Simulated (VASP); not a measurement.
Here is a VASP 6.6.1 calculation.

The input POSCAR:

```
HfTaN2
1.0
    1.5863160000      0.9158600000      5.1343890000
   -1.5863160000      0.9158600000      5.1343890000
    0.0000000000     -1.8317200000      5.1343890000
Hf Ta N
1 1 2
Direct
    0.0000000000      0.0000000000      0.0000000000
    0.5000000000      0.5000000000      0.5000000000
    0.2502980000      0.2502980000      0.2502980000
    0.7497020000      0.7497020000      0.7497020000
```

Contents of INCAR.step1:

```
  ALGO = Normal
  EDIFF = 1E-4
  ENCUT = 600
  GGA = PE
  ISMEAR = 0
  LASPH = True
  LCHARG = False
  LREAL = False
  LWAVE = True
  NELM = 60
  PREC = Accurate
  SIGMA = 0.05
```

The input INCAR.step2:

```
  ALGO = Normal
  EDIFF = 1E-6
  EDIFFG = -0.01
  ENCUT = 600
  IBRION = 2
  ISIF = 3
  ISMEAR = 0
  ISTART = 1
  LASPH = True
  LCHARG = False
  LMIXTAU = True
  LREAL = False
  LWAVE = False
  METAGGA = R2SCAN
  NELM = 60
  NSW = 80
  PREC = Accurate
  SIGMA = 0.05
```

File KPOINTS:

```
k-points
0
Gamma
  8 8 8
```

Potentials or basis: VASP PAW PBE potentials, release 64 (Hf_pv, Ta_pv, N).

Command:

```sh
$ cat potpaw_PBE.64/Hf_pv/POTCAR potpaw_PBE.64/Ta_pv/POTCAR potpaw_PBE.64/N/POTCAR > POTCAR
$ cp INCAR.step1 INCAR
$ mpirun -np 1 vasp_std > vasp.out
$ cp INCAR.step2 INCAR
$ mpirun -np 1 vasp_std > vasp.out
```

(1) What does it give for the relaxed volume?

(2) What does it give for the space group after relaxing (to 0.1 Å)?

Results:

(1) 11.04 Å³/atom.

(2) R-3m (No. 166).

Caveat: the PAW data sets were made with another functional, which shifts forces and pressure a little.
